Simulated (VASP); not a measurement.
# CoO (Fm-3m) in VASP: further runs

CoO is run at these levels: BLYP+D3(BJ), RPBE+D4, RPBE+D3(BJ), revPBE+D3(BJ); tasks: single point, relaxation of cell and atoms.

Everything below comes from runs of VASP 6.6.1. Logs are shortened: lines on timing, memory, paths and dates and some standing lists are left out, and cuts for length are marked.

### Step 1. The cell of the first run

It takes space group Fm-3m (No. 225, cubic). The conventional cell has a = 4.234 Å, b = 4.234 Å, c = 4.234 Å, α = 90.00°, β = 90.00°, γ = 90.00°. Within 2.8 Å of Co (site symmetry m-3m) lie 6 O at 2.12 Å. O (site symmetry m-3m) has 6 Co at 2.12 Å within 2.8 Å.

### Step 2. Single point, BLYP+D3(BJ), collinear spin, ferromagnetic start

Contents of INCAR:

```
SYSTEM = CoO
PREC     = Accurate       ! precision mode
ENCUT    = 600            ! plane-wave cutoff, eV
EDIFF    = 1E-6           ! SCF threshold, eV
ISMEAR   = -1             ! smearing method
SIGMA    = 0.05           ! smearing width, eV
LREAL    = .FALSE.        ! projectors in reciprocal space
LASPH    = .TRUE.         ! aspherical terms in the spheres
NELM     = 200            ! most SCF steps
ALGO     = Normal         ! electronic algorithm
ISIF     = 2              ! what is computed and relaxed
LWAVE    = .FALSE.        ! write WAVECAR
LCHARG   = .FALSE.        ! write CHGCAR
ISPIN    = 2              ! spin polarisation
MAGMOM   = 2 0            ! initial moments
LORBIT   = 11             ! projections on sites
LMAXMIX  = 4              ! l up to which the mixer works
GGA      = B5             ! functional
ALDAX    = 1.0          
AGGAX    = 1.0          
AGGAC    = 1.0          
ALDAC    = 0.0          
IVDW     = 12             ! dispersion correction
VDW_S6   = 1.0          
VDW_S8   = 2.6996       
VDW_A1   = 0.4298       
VDW_A2   = 4.2359       
NBANDS   = 22             ! bands
GGA_COMPAT= .FALSE.
```

Contents of KPOINTS:

```
regular mesh
0
G
  11 11 11
  0 0 0
```

Contents of POSCAR:

```
CoO
1.0
    0.0000000000      2.1171941998      2.1171941998
    2.1171941998      0.0000000000      2.1171941998
    2.1171941998      2.1171941998      0.0000000000
Co O
1 1
Direct
    0.0000000000      0.0000000000      0.0000000000
    0.5000000000      0.5000000000      0.5000000000
```

Potentials or basis: VASP PAW PBE potentials, release 64 (Co_sv, O).

Command:

```console
$ cat potpaw_PBE.64/Co_sv/POTCAR potpaw_PBE.64/O/POTCAR > POTCAR
$ mpirun -np 1 vasp_std > vasp.out
```

OUTCAR:

```text
SYSTEM = CoO
   PREC = Accurate
   ENCUT = 600
   EDIFF = 1E-6
   ISMEAR = -1
   LREAL = .FALSE.
   LASPH = .TRUE.
   NELM = 200
   ISIF = 2
   ISPIN = 2
   LORBIT = 11
   GGA = B5
   IVDW = 12
 IVDW          = 12

 ion  position               nearest neighbor table
   1  0.000  0.000  0.000-   2 2.12   2 2.12   2 2.12   2 2.12   2 2.12   2 2.12
   2  0.500  0.500  0.500-   1 2.12   1 2.12   1 2.12   1 2.12   1 2.12   1 2.12

  LATTYP: Found a face centered cubic cell.
 ALAT       =     4.2343883996

  Lattice vectors:

 A1 = (   0.0000000000,   2.1171941998,   2.1171941998)
 A2 = (   2.1171941998,   0.0000000000,   2.1171941998)
 A3 = (   2.1171941998,   2.1171941998,   0.0000000000)

Analysis of symmetry for initial positions (statically):
[... 25 lines left out ...]
The dynamic configuration has the point symmetry O_h .

Analysis of structural, dynamic, and magnetic symmetry:
=====================================================================
 Subroutine PRICEL returns:
[... 7 lines left out ...]
 out of a pool of 48 trial point group operations.

The overall configuration has the point symmetry O_h .

 Subroutine INISYM returns: Found 48 space group operations
[... 5 lines left out ...]
                                     Primitive cell

  volume of cell :      18.9807

  direct lattice vectors                    reciprocal lattice vectors
     0.000000000  2.117194200  2.117194200    -0.236161614  0.236161614  0.236161614
     2.117194200  0.000000000  2.117194200     0.236161614 -0.236161614  0.236161614
     2.117194200  2.117194200  0.000000000     0.236161614  0.236161614 -0.236161614

  length of vectors
     2.994164752  2.994164752  2.994164752     0.409043915  0.409043915  0.409043915

  position of ions in fractional coordinates (direct lattice)
     0.000000000  0.000000000  0.000000000
     0.500000000  0.500000000  0.500000000

  ion indices of the primitive-cell ions
   primitive index   ion index
                 1           1
                 2           2

----------------------------------------------------------------------------------------

 KPOINTS: regular mesh

Automatic generation of k-mesh.
 Grid dimensions read from file:
 generate k-points for:   11   11   11

 Generating k-lattice:

  Cartesian coordinates                     Fractional coordinates (reciprocal lattice)
    -0.021469238  0.021469238  0.021469238     0.090909091  0.000000000  0.000000000
     0.021469238 -0.021469238  0.021469238     0.000000000  0.090909091  0.000000000
     0.021469238  0.021469238 -0.021469238     0.000000000  0.000000000  0.090909091

  Length of vectors
     0.037185810  0.037185810  0.037185810

  Shift w.r.t. Gamma in fractional coordinates (k-lattice)
[... 74 lines left out ...]
  Fermi-wavevector in a.u.,A,eV,Ry     =   1.745340  3.298215 41.446234  3.046212
  Thomas-Fermi vector in A             =   2.817046
   LORBIT       =     11    0 simple, 1 ext, 2 COOP (PROOUT), +10 PAW based schemes
   GGA     = B5    functional components
   LHFCALC =     F    Hartree Fock is set to
   AEXX    =    0.0000 exact exchange contribution
   IVDW    =    12    specifies the selected vdW correction
   LEPSILON=     F    determine dielectric tensor
   LRPA    =     F    only Hartree local field effects (RPA)
 spin polarized calculation
  energy-cutoff  :      600.00
  volume of cell :       18.98
 maximum number of plane-waves:       642
   NGX = 11   NGY = 11   NGZ = 11

 number of electron      22.9999989 magnetization       2.7161771

 Free energy of the ion-electron system (eV)
  ---------------------------------------------------
  ext. energy  EPLUGINS =         0.00000000
  ---------------------------------------------------
  free energy    TOTEN  =       -12.16468640 eV

  energy without entropy =      -12.12610840  energy(sigma->0) =      -12.14539740

 E-fermi :   9.4582     XC(G=0): -12.2258

 val. band max:        9.4563243274   @ k =   0.4545   0.2727   0.0909
 cond. band min:       9.4592456636   @ k =   0.3636   0.1818   0.0000
 fundamental gap:      0.0029213362
 Fermi energy:         9.4581848451

 spin component 1

 k-point     1 :       0.0000    0.0000    0.0000
  band No.  band energies     occupation
      1     -86.7726      1.00000
      2     -50.2593      1.00000
      3     -50.2593      1.00000
      4     -50.2593      1.00000
      5     -10.7695      1.00000
      6       6.2618      1.00000
[... 589 lines left out ...]
     21      37.6895      0.00000
     22      39.5492      0.00000

 [... further k-points ...]

 spin component 2

 k-point     1 :       0.0000    0.0000    0.0000
  band No.  band energies     occupation
      1     -83.9089      1.00000
      2     -47.4842      1.00000
      3     -47.4841      1.00000
      4     -47.4841      1.00000
      5     -10.3410      1.00000
      6       6.7369      1.00000
[... 589 lines left out ...]
     21      38.1968      0.00000
     22      40.0511      0.00000

 [... further k-points ...]

------------------------ aborting loop because EDIFF is reached ----------------------------------------

 Edisp (eV)   -0.97070

 E8    (eV) :    -0.6683

  FORCE on cell =-STRESS in cart. coord.  units (eV):
  Direction    XX          YY          ZZ          XY          YZ          ZX
  --------------------------------------------------------------------------------------
  -------------------------------------------------------------------------------------
  Total       1.17703     1.17703     1.17703     0.00000     0.00000    -0.00000
  in kB      99.35419    99.35419    99.35419     0.00000     0.00000    -0.00000
  external pressure =       99.35 kB  Pullay stress =        0.00 kB

 VOLUME and BASIS-vectors are now :
 -----------------------------------------------------------------------------
  energy-cutoff  :      600.00
  volume of cell :       18.98
      direct lattice vectors                 reciprocal lattice vectors
     0.000000000  2.117194200  2.117194200    -0.236161614  0.236161614  0.236161614
     2.117194200  0.000000000  2.117194200     0.236161614 -0.236161614  0.236161614
     2.117194200  2.117194200  0.000000000     0.236161614  0.236161614 -0.236161614

 POSITION                                       TOTAL-FORCE (eV/Angst)
 -----------------------------------------------------------------------------------
      0.00000      0.00000      0.00000         0.000000      0.000000      0.000000
      2.11719      2.11719      2.11719        -0.000000     -0.000000     -0.000000
 -----------------------------------------------------------------------------------
    total drift:                                0.000000     -0.000000     -0.000000

  FREE ENERGIE OF THE ION-ELECTRON SYSTEM (eV)
  ---------------------------------------------------
  free  energy   TOTEN  =       -13.1353830212 eV

  energy  without entropy=      -13.0968050167  energy(sigma->0) =      -13.11609402

 total charge

# of ion       s       p       d       tot
------------------------------------------
    1        2.142   6.060   6.719  14.921
    2        1.546   3.452   0.000   4.998
--------------------------------------------------
tot          3.689   9.512   6.719  19.920

 magnetization (x)

# of ion       s       p       d       tot
------------------------------------------
    1        0.012   0.009   2.340   2.361
    2        0.029   0.227   0.000   0.255
--------------------------------------------------
tot          0.041   0.236   2.340   2.617
```

Wall time 43 s (1 thread of Intel Xeon Platinum 8488C (Sapphire Rapids), shared host); peak memory 0.18 GiB.

Results:

```yaml
Free_energy: -13.1354 eV
Pressure: 9.9 GPa
Net_moment: 2.72 μB per cell
Site_moments: Co +2.36; O +0.26 μB
Valence_electrons_inside_the_program's_atomic_spheres: Co 14.92; O 5.00
Dispersion_energy_per_atom: -0.485 eV
```

Caveat: the PAW data sets were made with another functional, which shifts forces and pressure a little; a cell with one magnetic atom can't hold antiferromagnetic order, which such compounds often take; semilocal functionals often make such compounds metallic where correlation or magnetic order opens a gap, which also shifts bond lengths; pairwise dispersion overbinds metals, which lowers pressure and volume. With open d or f shells a metallic result of BLYP can be an artefact of self-interaction; +U or a hybrid may open a gap.

### Step 3. Single point, RPBE+D4, collinear spin, ferromagnetic start

This run uses another cell than the first one, of 9.53 Å³/atom, 1.005 times its volume.

Contents of INCAR:

```
ALGO     = Normal         # electronic algorithm
EDIFF    = 1E-6           # SCF threshold, eV
ENCUT    = 520            # plane-wave cutoff, eV
GGA      = RP             # functional
ISIF     = 2              # what is computed and relaxed
ISMEAR   = -1             # smearing method
ISPIN    = 2              # spin polarisation
IVDW     = 13             # dispersion correction
LASPH    = True           # aspherical terms in the spheres
LCHARG   = True           # write CHGCAR
LELF     = True           # ELF
LMAXMIX  = 4              # l up to which the mixer works
LORBIT   = 11             # projections on sites
LREAL    = False          # projectors in reciprocal space
LVHAR    = True         
LWAVE    = False          # write WAVECAR
MAGMOM   = 2 0            # initial moments
NBANDS   = 18             # bands
NELM     = 150            # most SCF steps
PREC     = Accurate       # precision mode
SIGMA    = 0.05           # smearing width, eV
```

Contents of KPOINTS:

```
k-points
0
Gamma
  11 11 11
```

Contents of POSCAR:

```
CoO
1.0
    0.0000000000      2.1204674226      2.1204674226
    2.1204674226      0.0000000000      2.1204674226
    2.1204674226      2.1204674226      0.0000000000
Co O
1 1
Direct
    0.0000000000      0.0000000000      0.0000000000
    0.5000000000      0.5000000000      0.5000000000
```

Potentials or basis: VASP PAW PBE potentials, release 64 (Co, O).

Command:

```console
$ cat potpaw_PBE.64/Co/POTCAR potpaw_PBE.64/O/POTCAR > POTCAR
$ mpirun -np 1 vasp_std > vasp.out
```

It took 51 s on 1 thread of Intel Xeon Platinum 8259CL at 2.50GHz (Skylake/Cascade Lake), shared host; peak memory 0.17 GiB.

The run converged. Its results:

```yaml
Free_energy: -13.3913 eV
Pressure: -0.7 GPa
Net_moment: 2.89 μB per cell
Site_moments: Co +2.56; O +0.29 μB
Valence_electrons_inside_the_program's_atomic_spheres: Co 7.81; O 5.00
Dispersion_energy_per_atom: -0.598 eV
```

Levels at points of the mesh, in eV from the Fermi level:
Spin up:
```tsv
k point	band 5	band 6	band 7	band 8	band 9	band 10	band 11	band 12	band 13	band 14
(0.00, 0.00, 0.00)	-3.15	-3.15	-3.10	-3.10	-3.10	1.13	16.99	18.30	18.30	18.30
```
Spin down:
```
           k point  band 4  band 5  band 6  band 7  band 8  band 9
(0.00, 0.00, 0.00)   -2.60   -1.12   -1.12   -1.12    0.14    0.14
```

Caveat: the PAW data sets were made with another functional, which shifts forces and pressure a little; a cell with one magnetic atom can't hold antiferromagnetic order, which such compounds often take; semilocal functionals often make such compounds metallic where correlation or magnetic order opens a gap, which also shifts bond lengths; pairwise dispersion overbinds metals, which lowers pressure and volume.

### Step 4. Single point, RPBE+D3(BJ), collinear spin, ferromagnetic start

This run uses another cell than the first one, of 9.63 Å³/atom, 1.015 times its volume.

Contents of INCAR:

```
PREC = Accurate
ENCUT = 520
EDIFF = 1E-6
ISMEAR = -1
SIGMA = 0.05
LREAL = F
LASPH = T
NELM = 150
ALGO = Normal
ISIF = 2
LWAVE = F
LCHARG = F
ISPIN = 2
MAGMOM = 2 0
LORBIT = 11
LMAXMIX = 4
GGA = RP
IVDW = 12
NBANDS = 18
```

Contents of KPOINTS:

```
Automatic mesh
0
Gamma
  11 11 11
```

Contents of POSCAR:

```
CoO
1.0
    0.0000000000      2.1278179276      2.1278179276
    2.1278179276      0.0000000000      2.1278179276
    2.1278179276      2.1278179276      0.0000000000
Co O
1 1
Direct
    0.0000000000      0.0000000000      0.0000000000
    0.5000000000      0.5000000000      0.5000000000
```

Potentials or basis: VASP PAW PBE potentials, release 64 (Co, O).

Command:

```console
$ cat potpaw_PBE.64/Co/POTCAR potpaw_PBE.64/O/POTCAR > POTCAR
$ mpirun -np 1 vasp_std > vasp.out
```

OUTCAR:

```text
PREC = Accurate
   ENCUT = 520
   EDIFF = 1E-6
   ISMEAR = -1
   LREAL = F
   LASPH = T
   NELM = 150
   ISIF = 2
   ISPIN = 2
   LORBIT = 11
   GGA = RP
   IVDW = 12
 IVDW          = 12

 ion  position               nearest neighbor table
   1  0.000  0.000  0.000-   2 2.13   2 2.13   2 2.13   2 2.13   2 2.13   2 2.13
   2  0.500  0.500  0.500-   1 2.13   1 2.13   1 2.13   1 2.13   1 2.13   1 2.13

  LATTYP: Found a face centered cubic cell.
 ALAT       =     4.2556358552
[... 1228 lines left out ...]
  in kB      -4.82553    -4.82553    -4.82553     0.00000    -0.00000     0.00000
  external pressure =       -4.83 kB  Pullay stress =        0.00 kB

 VOLUME and BASIS-vectors are now :
 -----------------------------------------------------------------------------
  energy-cutoff  :      520.00
  volume of cell :       19.27
      direct lattice vectors                 reciprocal lattice vectors
     0.000000000  2.127817928  2.127817928    -0.234982511  0.234982511  0.234982511
     2.127817928  0.000000000  2.127817928     0.234982511 -0.234982511  0.234982511
     2.127817928  2.127817928  0.000000000     0.234982511  0.234982511 -0.234982511

 POSITION                                       TOTAL-FORCE (eV/Angst)
 -----------------------------------------------------------------------------------
      0.00000      0.00000      0.00000         0.000000     -0.000000     -0.000000
      2.12782      2.12782      2.12782        -0.000000      0.000000      0.000000
 -----------------------------------------------------------------------------------
    total drift:                                0.000000     -0.000000     -0.000000

  FREE ENERGIE OF THE ION-ELECTRON SYSTEM (eV)
  ---------------------------------------------------
  free  energy   TOTEN  =       -14.4429267611 eV

  energy  without entropy=      -14.4083784171  energy(sigma->0) =      -14.42565259

 total charge

# of ion       s       p       d       tot
------------------------------------------
    1        0.294   0.357   7.139   7.790
    2        1.561   3.436   0.000   4.997
--------------------------------------------------
tot          1.855   3.793   7.139  12.787

 magnetization (x)

# of ion       s       p       d       tot
------------------------------------------
    1        0.020   0.017   2.536   2.573
    2        0.028   0.269   0.000   0.298
--------------------------------------------------
tot          0.048   0.286   2.536   2.871
```

stdout:

```text
POSCAR found type information on POSCAR CoO
 POSCAR found :  2 types and       2 ions
 scaLAPACK will be used
 -----------------------------------------------------------------------------
|                                                                             |
|                                                                             |
|     You enforced a specific xc type in the INCAR file but a different       |
|     I HOPE YOU KNOW WHAT YOU ARE DOING!                                     |
|                                                                             |
 -----------------------------------------------------------------------------

 LDA part: xc-table for (Slater+PW92), standard interpolation
 POSCAR, INCAR and KPOINTS ok, starting setup
 FFT: planning ... GRIDC
 FFT: planning ... GRID_SOFT
 FFT: planning ... GRID
 WAVECAR not read
 entering main loop
```

It took 46 s on 1 thread of Intel Xeon Platinum 8259CL at 2.50GHz (Skylake/Cascade Lake), shared host; peak memory 0.18 GiB.

What came out:

```
Free energy                                           : -14.4429 eV
Pressure                                              : -0.5 GPa
Net moment                                            : 2.92 μB per cell
Site moments                                          : Co +2.57; O +0.30 μB
Valence electrons inside the program's atomic spheres : Co 7.79; O 5.00
Dispersion energy per atom                            : -1.120 eV
```

Caveat: the PAW data sets were made with another functional, which shifts forces and pressure a little; a cell with one magnetic atom can't hold antiferromagnetic order, which such compounds often take; semilocal functionals often make such compounds metallic where correlation or magnetic order opens a gap, which also shifts bond lengths; pairwise dispersion overbinds metals, which lowers pressure and volume.

### Step 5. Single point, revPBE+D3(BJ), collinear spin, ferromagnetic start

This run uses another cell than the first one, of 9.64 Å³/atom, 1.016 times its volume.

Contents of INCAR:

```
SYSTEM = CoO
ALGO     = Normal         ! electronic algorithm
EDIFF    = 1E-6           ! SCF threshold, eV
ENCUT    = 520            ! plane-wave cutoff, eV
GGA      = RE             ! functional
ISIF     = 2              ! what is computed and relaxed
ISMEAR   = -1             ! smearing method
ISPIN    = 2              ! spin polarisation
IVDW     = 12             ! dispersion correction
LASPH    = .TRUE.         ! aspherical terms in the spheres
LCHARG   = .FALSE.        ! write CHGCAR
LMAXMIX  = 4              ! l up to which the mixer works
LORBIT   = 11             ! projections on sites
LREAL    = .FALSE.        ! projectors in reciprocal space
LWAVE    = .FALSE.        ! write WAVECAR
MAGMOM   = 2 0            ! initial moments
NBANDS   = 18             ! bands
NELM     = 150            ! most SCF steps
PREC     = Accurate       ! precision mode
SIGMA    = 0.05           ! smearing width, eV
```

Contents of KPOINTS:

```
k-points
0
G
  11 11 11
  0 0 0
```

Contents of POSCAR:

```
CoO
1.0
    0.0000000000      2.1281463013      2.1281463013
    2.1281463013      0.0000000000      2.1281463013
    2.1281463013      2.1281463013      0.0000000000
Co O
1 1
Direct
    0.0000000000      0.0000000000      0.0000000000
    0.5000000000      0.5000000000      0.5000000000
```

Command:

```console
$ cat potpaw_PBE.64/Co/POTCAR potpaw_PBE.64/O/POTCAR > POTCAR
$ mpirun -np 1 vasp_std > vasp.out
```

Run time: 43 s. Hardware: 1 thread of Intel Xeon Platinum 8259CL at 2.50GHz (Skylake/Cascade Lake), shared host; peak memory 0.18 GiB.

Results (log left out):

| Quantity | Value |
| --- | --- |
| Free energy | -13.3483 eV |
| Pressure | -0.5 GPa |
| Net moment | 2.91 μB per cell |
| Site moments | Co +2.57; O +0.30 μB |
| Valence electrons inside the program's atomic spheres | Co 7.79; O 4.99 |
| Dispersion energy per atom | -0.507 eV |

Levels at points of the mesh, in eV from the Fermi level:
Spin up:
| k point | band 6 | band 7 | band 8 | band 9 | band 10 | band 11 | band 12 | band 13 |
| --- | --- | --- | --- | --- | --- | --- | --- | --- |
| (0.00, 0.00, 0.00) | -3.11 | -3.09 | -3.09 | -3.09 | 1.06 | 16.94 | 18.20 | 18.20 |
Spin down:
```
           k point  band 2  band 3  band 4  band 5  band 6  band 7  band 8  band 9  band 10  band 11
(0.00, 0.00, 0.00)   -2.54   -2.54   -2.54   -1.09   -1.09   -1.09    0.13    0.13     1.59    16.78
```

Caveat: the PAW data sets were made with another functional, which shifts forces and pressure a little; a cell with one magnetic atom can't hold antiferromagnetic order, which such compounds often take; semilocal functionals often make such compounds metallic where correlation or magnetic order opens a gap, which also shifts bond lengths; pairwise dispersion overbinds metals, which lowers pressure and volume.

[end of part 1 of 2]
